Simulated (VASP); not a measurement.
# TiO2 (Rutile) (P4_2/mnm) in VASP: notebook

Runs on TiO2 (Rutile). Level: PBEsol. Tasks: single point, relaxation of cell and atoms.

Program: VASP 6.6.1. These are calculated values, not measurements. Logs are shortened: lines on timing, memory, paths and dates and some standing lists are left out, and cuts for length are marked.

**Experimental background.**

From “Shallow Valence Band of Rutile GeO2 and P-type Doping”, 2020, arxiv:2011.08928, for a bulk crystal of TiO2 at 1.6 K: band gap 3.03 eV (direct).

The results are compared with them further down.

**1. The cell of the first run**

The structure is tetragonal, space group P4_2/mnm (No. 136). Conventional cell: a = 4.591 Å, b = 4.591 Å, c = 2.939 Å, α = 90.00°, β = 90.00°, γ = 90.00°. Ti (site symmetry mmm) has 6 O at 1.94 to 1.98 Å within 2.6 Å. O (site symmetry m2m) has 3 Ti at 1.94 to 1.98 Å and 1 O at 2.54 Å within 2.6 Å.

**2. Single point, PBEsol**

Input file INCAR:

```
PREC     = Accurate       # precision mode
ENCUT    = 520            # plane-wave cutoff, eV
EDIFF    = 1E-7           # SCF threshold, eV
ISMEAR   = 0              # smearing method
SIGMA    = 0.01           # smearing width, eV
LREAL    = F              # projectors in reciprocal space
LASPH    = T              # aspherical terms in the spheres
NELM     = 80             # most SCF steps
ALGO     = Normal         # electronic algorithm
ISIF     = 2              # what is computed and relaxed
LWAVE    = F              # write WAVECAR
LCHARG   = F              # write CHGCAR
GGA      = PS             # functional
NBANDS   = 33             # bands
```

Input file KPOINTS:

```
regular mesh
0
Gamma
  6 6 8
```

Input file POSCAR:

```
TiO2
1.0
    4.5909412295      0.0000000000      0.0000000000
    0.0000000000      4.5909412295      0.0000000000
    0.0000000000      0.0000000000      2.9393158581
Ti O
2 4
Direct
    0.0000000000      0.0000000000      0.0000000000
    0.5000000000      0.5000000000      0.5000000000
    0.3044149608      0.3044149608      0.0000000000
    0.1955850392      0.8044149608      0.5000000000
    0.6955850392      0.6955850392      0.0000000000
    0.8044149608      0.1955850392      0.5000000000
```

Potentials or basis: VASP PAW PBE potentials, release 64 (Ti_sv, O).

Started as:

```
cat potpaw_PBE.64/Ti_sv/POTCAR potpaw_PBE.64/O/POTCAR > POTCAR
mpirun -np 1 vasp_std > vasp.out
```

OUTCAR:

```text
PREC = Accurate
   ENCUT = 520
   EDIFF = 1E-7
   ISMEAR = 0
   LREAL = F
   LASPH = T
   NELM = 80
   ISIF = 2
   GGA = PS

 ion  position               nearest neighbor table
   1  0.000  0.000  0.000-   4 1.94   6 1.94   4 1.94   6 1.94   5 1.98   3 1.98
   2  0.500  0.500  0.500-   3 1.94   5 1.94   3 1.94   5 1.94   4 1.98   6 1.98
   3  0.304  0.304  0.000-   2 1.94   2 1.94   1 1.98
   4  0.196  0.804  0.500-   1 1.94   1 1.94   2 1.98
   5  0.696  0.696  0.000-   2 1.94   2 1.94   1 1.98
   6  0.804  0.196  0.500-   1 1.94   1 1.94   2 1.98

  LATTYP: Found a simple tetragonal cell.
 ALAT       =     4.5909412295
 C/A-ratio  =     0.6402425366

  Lattice vectors:

 A1 = (   4.5909412295,   0.0000000000,   0.0000000000)
 A2 = (   0.0000000000,   4.5909412295,   0.0000000000)
 A3 = (   0.0000000000,   0.0000000000,   2.9393158581)

Analysis of symmetry for initial positions (statically):
=====================================================================
 Subroutine PRICEL returns:
 Original cell was already a primitive cell.

 Routine SETGRP: Setting up the symmetry group for a
 simple tetragonal supercell.

 Subroutine GETGRP returns: Found 16 space group operations
 (whereof  8 operations were pure point group operations)
 out of a pool of 16 trial point group operations.

The static configuration has the point symmetry D_2h.
 The point group associated with its full space group is D_4h.

Analysis of symmetry for dynamics (positions and initial velocities):
=====================================================================
 Subroutine PRICEL returns:
 Original cell was already a primitive cell.

 Routine SETGRP: Setting up the symmetry group for a
 simple tetragonal supercell.

 Subroutine GETGRP returns: Found 16 space group operations
 (whereof  8 operations were pure point group operations)
 out of a pool of 16 trial point group operations.

The dynamic configuration has the point symmetry D_2h.
 The point group associated with its full space group is D_4h.

 Subroutine INISYM returns: Found 16 space group operations
 (whereof  8 operations are pure point group operations),
 and found     1 'primitive' translations

----------------------------------------------------------------------------------------

                                     Primitive cell

[... 94 lines left out ...]
   LSORBIT =      F    spin-orbit coupling
   LASPH  =      T    aspherical Exc in radial PAW
   ENCUT  =  520.0 eV  38.22 Ry    6.18 a.u.   8.54  8.54  5.47*2*pi/ulx,y,z
   NELM   =     80;   NELMIN=  2; NELMDL= -5     # of ELM steps
   EDIFF  = 0.1E-06   stopping-criterion for ELM
   LREAL  =      F    real-space projection
   EDIFFG = 0.1E-05   stopping-criterion for IOM
   NSW    =      0    number of steps for IOM
   IBRION =     -1    ionic relax: 0-MD 1-quasi-New 2-CG
   NFREE  =      0    steps in history (QN), initial steepest desc. (CG)
   ISIF   =      2    stress and relaxation
   ISYM   =      2    0-nonsym 1-usesym 2-fastsym
   POTIM  = 0.5000    time-step for ionic-motion
   TEBEG  =    0.0;   TEEND  =   0.0 temperature during run
   PSTRESS=    0.0 pullay stress
   NELECT =      48.0000    total number of electrons
   NUPDOWN=      -1.0000    fix difference up-down
   EMIN   =  10.00;   EMAX   =-10.00  energy-range for DOS
   EFERMI =   0.00;   METHOD = LEGACY
   ISMEAR =     0;   SIGMA  =   0.01  broadening in eV -4-tet -1-fermi 0-gaus
   EFERMI_NEDOS =   21; number of points for ismear=-14 and -15
   IALGO  =     38    algorithm
   IMIX   =      4    mixing-type and parameters
     AMIX     =   0.40;   BMIX     =  1.00
     AMIX_MAG =   1.60;   BMIX_MAG =  1.00
  volume/ion in A,a.u.               =      10.33        69.68
  Fermi-wavevector in a.u.,A,eV,Ry     =   1.503622  2.841434 30.761128  2.260879
  Thomas-Fermi vector in A             =   2.614708
   LORBIT       =      0    0 simple, 1 ext, 2 COOP (PROOUT), +10 PAW based schemes
   GGA     = PS    functional components
   LHFCALC =     F    Hartree Fock is set to
   AEXX    =    0.0000 exact exchange contribution
   IVDW    =     0    specifies the selected vdW correction
   LEPSILON=     F    determine dielectric tensor
   LRPA    =     F    only Hartree local field effects (RPA)
 non-spin polarized calculation
 Gauss-broadening in eV      SIGMA  =   0.01
  energy-cutoff  :      520.00
  volume of cell :       61.95
 maximum number of plane-waves:      1696
 NGX is ok and might be reduce to    36
   NGX = 17   NGY = 17   NGZ = 11

 number of electron      48.0000019 magnetization

 Free energy of the ion-electron system (eV)
  ---------------------------------------------------
  ext. energy  EPLUGINS =         0.00000000
  ---------------------------------------------------
  free energy    TOTEN  =       -56.09837103 eV

  energy without entropy =      -56.09837103  energy(sigma->0) =      -56.09837103

 E-fermi :   5.0042     XC(G=0): -11.7429

 val. band max:        4.8027759641   @ k =   0.0000   0.0000   0.0000
 cond. band min:       6.6425612420   @ k =   0.0000   0.0000   0.0000
 fundamental gap:      1.8397852779
 Fermi energy:         5.0042404126

 k-point     1 :       0.0000    0.0000    0.0000
  band No.  band energies     occupation
      1     -51.8212      2.00000
      2     -51.8029      2.00000
      3     -28.2520      2.00000
      4     -28.2520      2.00000
      5     -28.0774      2.00000
      6     -28.0774      2.00000
[... 853 lines left out ...]
     32      10.0266      0.00000
     33      11.5376      0.00000

 [... further k-points ...]
[... 5 lines left out ...]
  --------------------------------------------------------------------------------------
  -------------------------------------------------------------------------------------
  Total        0.2176883      0.2176883      0.3146221      0.0000000      0.0000000      0.0000000
  in kB        5.6298385      5.6298385      8.1367341      0.0000000      0.0000000      0.0000000
  external PRESSURE =       6.4654703 kB  Pullay stress =       0.0000000 kB

 VOLUME and BASIS-vectors are now :
 -----------------------------------------------------------------------------
  energy-cutoff  :      520.00
  volume of cell :       61.95
      direct lattice vectors                 reciprocal lattice vectors
     4.590941230  0.000000000  0.000000000     0.217820257  0.000000000  0.000000000
     0.000000000  4.590941230  0.000000000     0.000000000  0.217820257  0.000000000
     0.000000000  0.000000000  2.939315858     0.000000000  0.000000000  0.340215223

 POSITION                                       TOTAL-FORCE (eV/Angst)
 -----------------------------------------------------------------------------------
      0.00000      0.00000      0.00000        -0.000000      0.000000      0.000000
      2.29547      2.29547      1.46966        -0.000000      0.000000      0.000000
      1.39755      1.39755      0.00000        -0.015297     -0.015297      0.000000
      0.89792      3.69302      1.46966         0.015297     -0.015297      0.000000
      3.19339      3.19339      0.00000         0.015297      0.015297     -0.000000
      3.69302      0.89792      1.46966        -0.015297      0.015297     -0.000000
 -----------------------------------------------------------------------------------
    total drift:                                0.000000      0.000000      0.000000

  FREE ENERGIE OF THE ION-ELECTRON SYSTEM (eV)
  ---------------------------------------------------
  free  energy   TOTEN  =       -56.0983710344 eV

  energy  without entropy=      -56.0983710344  energy(sigma->0) =      -56.09837103
```

OSZICAR:

```text
N       E                     dE             d eps       ncg     rms          rms(c)
DAV:   1     0.646589138424E+03    0.64659E+03   -0.24238E+04  3300   0.172E+03
DAV:   2     0.245725088987E+02   -0.62202E+03   -0.57594E+03  3569   0.511E+02
DAV:   3    -0.673900053891E+02   -0.91963E+02   -0.90039E+02  4415   0.188E+02
DAV:   4    -0.723845798914E+02   -0.49946E+01   -0.49825E+01  4796   0.415E+01
DAV:   5    -0.725725539576E+02   -0.18797E+00   -0.18795E+00  4379   0.656E+00    0.316E+01
DAV:   6    -0.564681931886E+02    0.16104E+02   -0.69422E+01  4382   0.876E+01    0.108E+01
DAV:   7    -0.563775313105E+02    0.90662E-01   -0.12323E+01  4220   0.311E+01    0.936E+00
DAV:   8    -0.561353661482E+02    0.24217E+00   -0.59180E-01  4197   0.764E+00    0.561E+00
DAV:   9    -0.561546153499E+02   -0.19249E-01   -0.63376E-01  4466   0.852E+00    0.232E+00
DAV:  10    -0.561109802331E+02    0.43635E-01   -0.27958E-01  4107   0.613E+00    0.989E-01
DAV:  11    -0.560983678088E+02    0.12612E-01   -0.36638E-02  4355   0.126E+00    0.152E-01
DAV:  12    -0.560985410640E+02   -0.17326E-03   -0.23085E-03  3794   0.344E-01    0.134E-01
DAV:  13    -0.560984218883E+02    0.11918E-03   -0.85938E-04  4497   0.351E-01    0.613E-02
DAV:  14    -0.560983762759E+02    0.45612E-04   -0.25469E-04  4485   0.128E-01    0.217E-02
DAV:  15    -0.560983707752E+02    0.55007E-05   -0.35098E-05  3931   0.697E-02    0.112E-02
DAV:  16    -0.560983710669E+02   -0.29171E-06   -0.48060E-06  4128   0.148E-02    0.340E-03
DAV:  17    -0.560983710344E+02    0.32540E-07   -0.23865E-07  3052   0.379E-03
   1 F= -.56098371E+02 E0= -.56098371E+02  d E =0.000000E+00
```

Run time: 63 s. Hardware: 1 thread of Intel Xeon Platinum 8488C (Sapphire Rapids), shared host; peak memory 0.22 GiB.

Results:

- Free energy: -56.0984 eV
- Pressure: 0.6 GPa
- Largest force: 0.022 eV/Å
- Band gap on the k mesh: 1.84 eV, direct

Forces in eV/Å, atoms in the order of the input:
```
Ti   0.000  0.000  0.000
Ti   0.000  0.000  0.000
O   -0.015 -0.015  0.000
O    0.015 -0.015  0.000
O    0.015  0.015  0.000
O   -0.015  0.015  0.000
```

Caveat: the PAW data sets were made with another functional, which shifts forces and pressure a little.

(Part 1 of 2 ends here.)
